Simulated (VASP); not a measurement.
# BaTiO3 (R3m) in VASP: a series of runs

The runs below take BaTiO3 through single point, relaxation of cell and atoms, with PBE, r2SCAN, r2SCAN+rVV10.

All numbers are computed with VASP 6.6.1; they aren't measurements. Logs are shortened: lines on timing, memory, paths and dates and some standing lists are left out, and cuts for length are marked.

### Step 1. The cell of the first run

It takes space group R3m (No. 160, trigonal). The conventional cell has a = 5.589 Å, b = 5.589 Å, c = 6.855 Å, α = 90.00°, β = 90.00°, γ = 120.00°. Ba (site symmetry 3m) has 12 O at 2.75 to 2.84 Å and 8 Ti at 3.37 to 3.48 Å within 3.6 Å. Within 2.5 Å of Ti (site symmetry 3m) lie 6 O at 1.90 to 2.05 Å. O (site symmetry m) has 2 Ti at 1.90 to 2.05 Å within 2.5 Å.

### Step 2. Single point, PBE

The input, INCAR:

```
ALGO = Normal
EDIFF = 1E-6
ENCUT = 520
GGA = PE
ISIF = 2
ISMEAR = -1
LASPH = True
LCHARG = True
LELF = True
LREAL = False
LVHAR = True
LWAVE = False
NBANDS = 28
NELM = 60
PREC = Accurate
SIGMA = 0.05
```

The input, KPOINTS:

```
k-points
0
Gamma
  7 7 7
```

The input, POSCAR:

```
BaTiO3
1.0
    2.7945980901      1.6134619596      2.2849390075
   -2.7945980901      1.6134619596      2.2849390075
    0.0000000000     -3.2269239192      2.2849390074
Ba Ti O
1 1 3
Direct
    0.0002189576      0.0002189576      0.0002189576
    0.4921892565      0.4921892565      0.4921892565
    0.5079048600      0.0109820659      0.5079048600
    0.0109820659      0.5079048600      0.5079048600
    0.5079048600      0.5079048600      0.0109820659
```

Potentials or basis: VASP PAW PBE potentials, release 64 (Ba_sv, Ti_sv, O).

Launch:

```bash
cat potpaw_PBE.64/Ba_sv/POTCAR potpaw_PBE.64/Ti_sv/POTCAR potpaw_PBE.64/O/POTCAR > POTCAR
mpirun -np 1 vasp_std > vasp.out
```

OUTCAR:

```text
EDIFF = 1E-6
   ENCUT = 520
   GGA = PE
   ISIF = 2
   ISMEAR = -1
   LASPH = True
   LREAL = False
   NELM = 60
   PREC = Accurate

 ion  position               nearest neighbor table
   1  0.000  0.000  0.000-   3 2.75   4 2.75   5 2.75   5 2.80   5 2.80   4 2.80   3 2.80   3 2.80
                             4 2.80   4 2.84   3 2.84   5 2.84   2 3.37   2 3.41   2 3.41   2 3.41
   2  0.492  0.492  0.492-   5 1.90   4 1.90   3 1.90   5 2.05   4 2.05   3 2.05   1 3.37   1 3.41
                             1 3.41   1 3.41   1 3.44   1 3.44   1 3.44   1 3.48
   3  0.508  0.011  0.508-   2 1.90   2 2.05   1 2.75   1 2.80   1 2.80   1 2.84
   4  0.011  0.508  0.508-   2 1.90   2 2.05   1 2.75   1 2.80   1 2.80   1 2.84
   5  0.508  0.508  0.011-   2 1.90   2 2.05   1 2.75   1 2.80   1 2.80   1 2.84

  LATTYP: Found a trigonal (rhomboedric) cell.
 ALAT       =     3.9539833394
 COS(alpha) =     0.0009228152

  Lattice vectors:

 A1 = (   2.7945980901,   1.6134619596,   2.2849390075)
 A2 = (  -2.7945980901,   1.6134619596,   2.2849390075)
 A3 = (   0.0000000000,  -3.2269239192,   2.2849390074)

Analysis of symmetry for initial positions (statically):
=====================================================================
 Subroutine PRICEL returns:
 Original cell was already a primitive cell.

 Routine SETGRP: Setting up the symmetry group for a
 trigonal (rhombohedral) supercell.

 Subroutine GETGRP returns: Found  6 space group operations
 (whereof  6 operations were pure point group operations)
 out of a pool of 12 trial point group operations.

The static configuration has the point symmetry C_3v.

Analysis of symmetry for dynamics (positions and initial velocities):
=====================================================================
 Subroutine PRICEL returns:
 Original cell was already a primitive cell.

 Routine SETGRP: Setting up the symmetry group for a
 trigonal (rhombohedral) supercell.

 Subroutine GETGRP returns: Found  6 space group operations
 (whereof  6 operations were pure point group operations)
 out of a pool of 12 trial point group operations.

The dynamic configuration has the point symmetry C_3v.

 Subroutine INISYM returns: Found  6 space group operations
 (whereof  6 operations are pure point group operations),
 and found     1 'primitive' translations

----------------------------------------------------------------------------------------

                                     Primitive cell

  volume of cell :      61.8164

  direct lattice vectors                    reciprocal lattice vectors
     2.794598090  1.613461960  2.284939007     0.178916604  0.103297550  0.145882814
    -2.794598090  1.613461960  2.284939007    -0.178916604  0.103297550  0.145882814
     0.000000000 -3.226923919  2.284939007     0.000000000 -0.206595099  0.145882814

  length of vectors
     3.953983339  3.953983339  3.953983339     0.252909728  0.252909728  0.252909728

  position of ions in fractional coordinates (direct lattice)
     0.000218958  0.000218958  0.000218958
     0.492189256  0.492189256  0.492189256
     0.507904860  0.010982066  0.507904860
     0.010982066  0.507904860  0.507904860
     0.507904860  0.507904860  0.010982066

  ion indices of the primitive-cell ions
   primitive index   ion index
                 1           1
                 2           2
                 3           3
                 4           4
                 5           5

----------------------------------------------------------------------------------------

 KPOINTS: k-points

Automatic generation of k-mesh.
 Grid dimensions read from file:
 generate k-points for:    7    7    7

 Generating k-lattice:

  Cartesian coordinates                     Fractional coordinates (reciprocal lattice)
     0.025559515  0.014756793  0.020840402     0.142857143  0.000000000  0.000000000
    -0.025559515  0.014756793  0.020840402     0.000000000  0.142857143  0.000000000
     0.000000000 -0.029513586  0.020840402    -0.000000000 -0.000000000  0.142857143

  Length of vectors
     0.036129961  0.036129961  0.036129961

  Shift w.r.t. Gamma in fractional coordinates (k-lattice)
     0.000000000  0.000000000  0.000000000

 Subroutine IBZKPT returns following result:
 ===========================================

 Found     44 irreducible k-points:

 Following reciprocal coordinates:
            Coordinates               Weight
  0.000000  0.000000  0.000000      1.000000
  0.142857  0.000000  0.000000      6.000000
  0.285714  0.000000  0.000000      6.000000
  0.428571  0.000000  0.000000      6.000000
  0.142857  0.142857  0.000000      6.000000
  0.285714  0.142857  0.000000     12.000000
[... 16 lines left out ...]
  0.285714  0.285714  0.142857      6.000000
  0.428571  0.285714  0.142857     12.000000
 [... further k-points ...]
   k-points           NKPTS =     44   k-points in BZ     NKDIM =     44   number of bands    NBANDS=     28
[... 29 lines left out ...]
   NUPDOWN=      -1.0000    fix difference up-down
   EMIN   =  10.00;   EMAX   =-10.00  energy-range for DOS
   EFERMI =   0.00;   METHOD = LEGACY
   ISMEAR =    -1;   SIGMA  =   0.05  broadening in eV -4-tet -1-fermi 0-gaus
   EFERMI_NEDOS =   21; number of points for ismear=-14 and -15
   IALGO  =     38    algorithm
   IMIX   =      4    mixing-type and parameters
     AMIX     =   0.40;   BMIX     =  1.00
     AMIX_MAG =   1.60;   BMIX_MAG =  1.00
  volume/ion in A,a.u.               =      12.36        83.43
  Fermi-wavevector in a.u.,A,eV,Ry     =   1.415990  2.675833 27.280057  2.005028
  Thomas-Fermi vector in A             =   2.537371
   LORBIT       =      0    0 simple, 1 ext, 2 COOP (PROOUT), +10 PAW based schemes
   GGA     = PE    functional components
[... 5 lines left out ...]
 non-spin polarized calculation
  energy-cutoff  :      520.00
  volume of cell :       61.82
 maximum number of plane-waves:      1737
 NGX is ok and might be reduce to    30
   NGX = 15   NGY = 15   NGZ = 15

 number of electron      40.0000018 magnetization

 Free energy of the ion-electron system (eV)
  ---------------------------------------------------
  ext. energy  EPLUGINS =         0.00000000
  ---------------------------------------------------
  free energy    TOTEN  =       -39.86163194 eV

  energy without entropy =      -39.86163194  energy(sigma->0) =      -39.86163194

 E-fermi :   5.1620     XC(G=0): -11.4485

 val. band max:        4.0357507051   @ k =   0.4286   0.4286   0.4286
 cond. band min:       6.1688401167   @ k =   0.0000   0.0000   0.0000
 fundamental gap:      2.1330894116
 Fermi energy:         5.1619666444

 k-point     1 :       0.0000    0.0000    0.0000
  band No.  band energies     occupation
      1     -52.2555      2.00000
      2     -28.5044      2.00000
      3     -28.5044      2.00000
      4     -28.5024      2.00000
      5     -20.6275      2.00000
      6     -12.8517      2.00000
[... 20 lines left out ...]
     27       9.2032      0.00000
     28      11.8908      0.00000

 k-point     2 :       0.1429    0.0000    0.0000
  band No.  band energies     occupation
      1     -52.2553      2.00000
      2     -28.5158      2.00000
      3     -28.5039      2.00000
      4     -28.5025      2.00000
      5     -20.6006      2.00000
      6     -12.8734      2.00000
[... 20 lines left out ...]
     27       9.6209      0.00000
     28      12.3848      0.00000

 k-point     3 :       0.2857    0.0000    0.0000
  band No.  band energies     occupation
      1     -52.2547      2.00000
      2     -28.5427      2.00000
      3     -28.5028      2.00000
      4     -28.5014      2.00000
      5     -20.5391      2.00000
      6     -12.9967      2.00000
[... 20 lines left out ...]
     27      10.6799      0.00000
     28      12.6269      0.00000

 k-point     4 :       0.4286    0.0000    0.0000
  band No.  band energies     occupation
      1     -52.2543      2.00000
      2     -28.5642      2.00000
      3     -28.5020      2.00000
      4     -28.5006      2.00000
      5     -20.4885      2.00000
      6     -13.1317      2.00000
[... 578 lines left out ...]
     27      10.3040      0.00000
     28      12.4812      0.00000

 k-point    23 :       0.2857    0.2857    0.1429
  band No.  band energies     occupation
      1     -52.2537      2.00000
      2     -28.5400      2.00000
      3     -28.5396      2.00000
      4     -28.5123      2.00000
      5     -20.4536      2.00000
      6     -12.7345      2.00000
[... 20 lines left out ...]
     27      12.0644      0.00000
     28      12.7316      0.00000

 k-point    24 :       0.4286    0.2857    0.1429
  band No.  band energies     occupation
      1     -52.2533      2.00000
      2     -28.5608      2.00000
      3     -28.5386      2.00000
      4     -28.5114      2.00000
      5     -20.4166      2.00000
      6     -12.6985      2.00000
[... 20 lines left out ...]
     27      12.6875      0.00000
     28      12.8248      0.00000

 [... further k-points ...]
[... 5 lines left out ...]
  --------------------------------------------------------------------------------------
  -------------------------------------------------------------------------------------
  Total        4.6567139      4.6567139      4.6470174     -0.0000000      0.0000000      0.0000000
  in kB      120.6941401    120.6941401    120.4428230     -0.0000000      0.0000000      0.0000000
  external PRESSURE =     120.6103677 kB  Pullay stress =       0.0000000 kB

 VOLUME and BASIS-vectors are now :
 -----------------------------------------------------------------------------
  energy-cutoff  :      520.00
  volume of cell :       61.82
      direct lattice vectors                 reciprocal lattice vectors
     2.794598090  1.613461960  2.284939007     0.178916604  0.103297550  0.145882814
    -2.794598090  1.613461960  2.284939007    -0.178916604  0.103297550  0.145882814
     0.000000000 -3.226923919  2.284939007     0.000000000 -0.206595099  0.145882814

 POSITION                                       TOTAL-FORCE (eV/Angst)
 -----------------------------------------------------------------------------------
      0.00000      0.00000      0.00150        -0.000000      0.000000      0.025544
      0.00000      0.00000      3.37387        -0.000000      0.000000      0.040444
      1.38870     -0.80177      2.34616         0.011979     -0.006916     -0.021996
     -1.38870     -0.80177      2.34616        -0.011979     -0.006916     -0.021996
      0.00000      1.60353      2.34616        -0.000000      0.013832     -0.021996
 -----------------------------------------------------------------------------------
    total drift:                                0.000000      0.000002     -0.001057

  FREE ENERGIE OF THE ION-ELECTRON SYSTEM (eV)
  ---------------------------------------------------
  free  energy   TOTEN  =       -39.8616319427 eV

  energy  without entropy=      -39.8616319427  energy(sigma->0) =      -39.86163194
```

It took 2.7 min on 1 thread of AMD EPYC 7R13, shared host; peak memory 0.19 GiB.

What came out:

```yaml
Free_energy: -39.8616 eV
Pressure: 12.1 GPa
Largest_force: 0.040 eV/Å
Band_gap_on_the_k_mesh: 2.13 eV, indirect (least direct gap 2.29 eV)
```

Forces on the atoms (eV/Å):
```
Ba   0.000  0.000  0.026
Ti   0.000  0.000  0.040
O    0.012 -0.007 -0.022
O   -0.012 -0.007 -0.022
O    0.000  0.014 -0.022
```

Caveat: spin-orbit coupling is left out, which moves the levels of the heavy elements.

### Step 3. Single point, PBE

This run uses another cell than the first one, of 12.80 Å³/atom, 1.035 times its volume.

The input, INCAR:

```
SYSTEM = BaTiO3
  PREC = Accurate
  ENCUT = 520
  EDIFF = 1E-6
  ISMEAR = -1
  SIGMA = 0.05
  LREAL = .FALSE.
  LASPH = .TRUE.
  NELM = 100
  ALGO = Normal
  ISIF = 2
  LWAVE = .FALSE.
  LCHARG = .FALSE.
  GGA = PE
  NBANDS = 28
```

The input, KPOINTS:

```
regular mesh
0
G
  7 7 7
  0 0 0
```

The input, POSCAR:

```
BaTiO3
1.0
    2.8248195922      1.6309103519      2.3149669196
   -2.8248195922      1.6309103519      2.3149669196
    0.0000000000     -3.2618207039      2.3149669195
Ba Ti O
1 1 3
Direct
   -0.0021870298     -0.0021870298     -0.0021870298
    0.4862847288      0.4862847288      0.4862847288
    0.5095988665      0.0159045679      0.5095988665
    0.0159045679      0.5095988665      0.5095988665
    0.5095988665      0.5095988665      0.0159045679
```

Potentials or basis: VASP PAW PBE potentials, release 64 (Ba_sv, Ti_sv, O).

Launch:

```bash
cat potpaw_PBE.64/Ba_sv/POTCAR potpaw_PBE.64/Ti_sv/POTCAR potpaw_PBE.64/O/POTCAR > POTCAR
mpirun -np 1 vasp_std > vasp.out
```

It took 2.6 min on 1 thread of AMD EPYC 7R13, shared host; peak memory 0.19 GiB.

The run converged. Its results:

```yaml
Free_energy: -39.9856 eV
Pressure: 6.8 GPa
Largest_force: 0.065 eV/Å
Band_gap_on_the_k_mesh: 2.36 eV, indirect (least direct gap 2.66 eV)
```

Forces in eV/Å, atoms in the order of the input:
```
Ba   0.000  0.000  0.035
Ti   0.000  0.000  0.065
O    0.021 -0.012 -0.033
O   -0.021 -0.012 -0.033
O    0.000  0.025 -0.033
```

Levels at points of the mesh, in eV from the valence-band top:
```
           k point  band 17  band 18  band 19  band 20  band 21  band 22  band 23  band 24
(0.00, 0.00, 0.00)    -1.01    -0.43    -0.31    -0.31     2.36     2.36     2.49     4.48
```

Caveat: spin-orbit coupling is left out, which moves the levels of the heavy elements.

### Step 4. Single point, r2SCAN

This run uses another cell than the first one, of 12.84 Å³/atom, 1.039 times its volume.

The input, POSCAR:

```
BaTiO3
1.0
    2.8273666084      1.6323808724      2.3183934932
   -2.8273666084      1.6323808724      2.3183934932
    0.0000000000     -3.2647617449      2.3183934932
Ba Ti O
1 1 3
Direct
    0.0000000000      0.0000000000      0.0000000000
    0.4845000000      0.4845000000      0.4845000000
    0.5086000000      0.0175000000      0.5086000000
    0.0175000000      0.5086000000      0.5086000000
    0.5086000000      0.5086000000      0.0175000000
```

The input, INCAR.step1:

```
PREC = Accurate
ENCUT = 520
ISMEAR = -1
SIGMA = 0.05
LREAL = False
LASPH = True
NELM = 80
NBANDS = 28
GGA = PE
ALGO = Normal
EDIFF = 1E-4
LWAVE = True
LCHARG = False
```

The input, INCAR.step2:

```
PREC = Accurate
ENCUT = 520
EDIFF = 1E-7
ISMEAR = -1
SIGMA = 0.05
LREAL = False
LASPH = True
NELM = 80
ALGO = Normal
ISIF = 2
LWAVE = False
LCHARG = False
METAGGA = R2SCAN
LMIXTAU = True
NBANDS = 28
ISTART = 1
```

The input, KPOINTS:

```
regular mesh
0
Gamma
  7 7 7
```

Launch:

```bash
cat potpaw_PBE.64/Ba_sv/POTCAR potpaw_PBE.64/Ti_sv/POTCAR potpaw_PBE.64/O/POTCAR > POTCAR
cp INCAR.step1 INCAR
mpirun -np 1 vasp_std > vasp.out
cp INCAR.step2 INCAR
mpirun -np 1 vasp_std > vasp.out
```

Wall time 9.5 min (1 thread of AMD EPYC 7R13, shared host); peak memory 0.19 GiB.

The run converged. Its results:

- Free energy: -74.2534 eV
- Pressure: 3.9 GPa
- Largest force: 0.265 eV/Å
- Band gap on the k mesh: 2.84 eV, indirect (least direct gap 3.19 eV)

Forces on the atoms (eV/Å):
```
Ba   0.000  0.000 -0.119
Ti   0.000  0.000  0.265
O    0.102 -0.059 -0.049
O   -0.102 -0.059 -0.049
O    0.000  0.117 -0.049
```

Stress tensor (GPa, compression positive):
```
3.98 0.00 0.00
0.00 3.98 0.00
0.00 0.00 3.80
```

Levels at points of the mesh, in eV from the valence-band top:
```csv
k point,band 18,band 19,band 20,band 21,band 22,band 23
"(0.00, 0.00, 0.00)",-0.46,-0.35,-0.35,2.84,2.84,2.96
```

Caveat: the PAW data sets were made with another functional, which shifts forces and pressure a little; spin-orbit coupling is left out, which moves the levels of the heavy elements.

### Step 5. Relaxation of cell and atoms, r2SCAN+rVV10

This run uses another cell than the first one, of 12.84 Å³/atom, 1.039 times its volume.

POSCAR is that of step 4.

The input, INCAR.step1:

```
  PREC = Accurate
  ENCUT = 600
  ISMEAR = -1
  SIGMA = 0.05
  LREAL = F
  LASPH = T
  NELM = 60
  GGA = PE
  ALGO = Normal
  EDIFF = 1E-4
  LWAVE = T
  LCHARG = F
```

The input, INCAR.step2:

```
  PREC = Accurate
  ENCUT = 600
  EDIFF = 1E-6
  ISMEAR = -1
  SIGMA = 0.05
  LREAL = F
  LASPH = T
  NELM = 60
  ALGO = Normal
  ISIF = 3
  LWAVE = F
  LCHARG = F
  METAGGA = R2SCAN
  LMIXTAU = T
  LUSE_VDW = T
  IVDW_NL = 2
  BPARAM = 11.95
  CPARAM = 0.0093
  IBRION = 2
  NSW = 60
  EDIFFG = -0.01
  ISTART = 1
```

KPOINTS is that of step 4.

Launch:

```bash
cat potpaw_PBE.64/Ba_sv/POTCAR potpaw_PBE.64/Ti_sv/POTCAR potpaw_PBE.64/O/POTCAR > POTCAR
cp INCAR.step1 INCAR
mpirun -np 1 vasp_std > vasp.out
cp INCAR.step2 INCAR
mpirun -np 1 vasp_std > vasp.out
```

Run time: 15 min. Hardware: 1 thread of Intel Xeon Platinum 8488C (Sapphire Rapids), shared host; peak memory 0.38 GiB.

The run converged. Its results:

| Property | Result |
| --- | --- |
| Free energy | -73.3594 eV |
| Relaxed volume | 12.97 Å³/atom |
| Relaxed cell | a = 4.018 Å, b = 4.018 Å, c = 4.018 Å, α = 89.85°, β = 89.85°, γ = 89.85° |
| Space group after relaxing (to 0.05 Å) | R3m (No. 160) |
| Energy gained by relaxing | 1.7 meV/atom |
| Ionic steps | 5 |
| Pressure after relaxing | 0.0 GPa |
| Largest force after relaxing | 0.005 eV/Å |
| Band gap on the k mesh | 2.71 eV, indirect (least direct gap 3.03 eV) |

Forces in eV/Å, atoms in the order of the input:
```
Ba   0.000  0.000  0.002
Ti   0.000  0.000  0.002
O    0.004 -0.002 -0.001
O   -0.004 -0.002 -0.001
O    0.000  0.005 -0.001
```

Stress tensor (GPa, compression positive):
```
 0.03  0.00  0.00
 0.00  0.03  0.00
 0.00  0.00 -0.05
```

The path:
```csv
step,energy change (eV),largest force (eV/Å),pressure (GPa),volume (Å³)
1,0.0000,0.2912,2.42,64.20
2,0.0043,0.1631,-3.19,66.02
3,-0.0076,0.0844,-0.15,65.00
4,-0.0082,0.0441,-0.08,64.93
5,-0.0084,0.0050,0.00,64.86
```

Final structure:
```cif
data_structure
_symmetry_space_group_name_H-M 'P 1'
_symmetry_Int_Tables_number 1
_cell_length_a 4.0179
_cell_length_b 4.0179
_cell_length_c 4.0179
_cell_angle_alpha 89.854
_cell_angle_beta 89.854
_cell_angle_gamma 89.854
_cell_volume 64.86
loop_
_atom_site_label
_atom_site_type_symbol
_atom_site_fract_x
_atom_site_fract_y
_atom_site_fract_z
_atom_site_occupancy
Ba1 Ba 0.99849 0.99849 0.99849 1
Ti1 Ti 0.48653 0.48653 0.48653 1
O1 O 0.50876 0.01665 0.50876 1
O2 O 0.01665 0.50876 0.50876 1
O3 O 0.50876 0.50876 0.01665 1
```

Levels at points of the mesh, in eV from the valence-band top:
| k point | band 16 | band 17 | band 18 | band 19 | band 20 | band 21 | band 22 | band 23 | band 24 |
| --- | --- | --- | --- | --- | --- | --- | --- | --- | --- |
| (0.00, 0.00, 0.00) | -1.23 | -1.03 | -0.42 | -0.32 | -0.32 | 2.71 | 2.71 | 2.82 | 4.69 |

Caveat: the PAW data sets were made with another functional, which shifts forces and pressure a little; spin-orbit coupling is left out, which moves the levels of the heavy elements.

### Step 6. Overview

```tsv
task	level	cell	cutoff (eV)	gap on the mesh (eV)	pressure (GPa)	largest force (eV/Å)
single point	PBE	a = 3.954 Å, angles 89.9°, 5 atoms	520	2.13	12.1	0.04
single point	PBE	a = 4.000 Å, angles 89.9°, 5 atoms	520	2.36	6.8	0.07
single point	r2SCAN	a = 4.004 Å, angles 89.8°, 5 atoms	520	2.84	3.9	0.27
relaxation of cell and atoms	r2SCAN+rVV10	relaxed from a = 4.004 Å, angles 89.8°, 5 atoms	600	2.71	0.0	0.01
```

Alike in all rows: potentials or basis VASP PAW PBE potentials, release 64 (Ba_sv, Ti_sv, O); no spin polarisation; k mesh 7 × 7 × 7; smearing fermi-dirac 0.05 eV.

Caveats: spin-orbit coupling is left out, which moves the levels of the heavy elements; the PAW data sets were made with another functional, which shifts forces and pressure a little (some runs).

Total energies depend on the potentials used, so only differences within one code and one set of settings carry meaning.
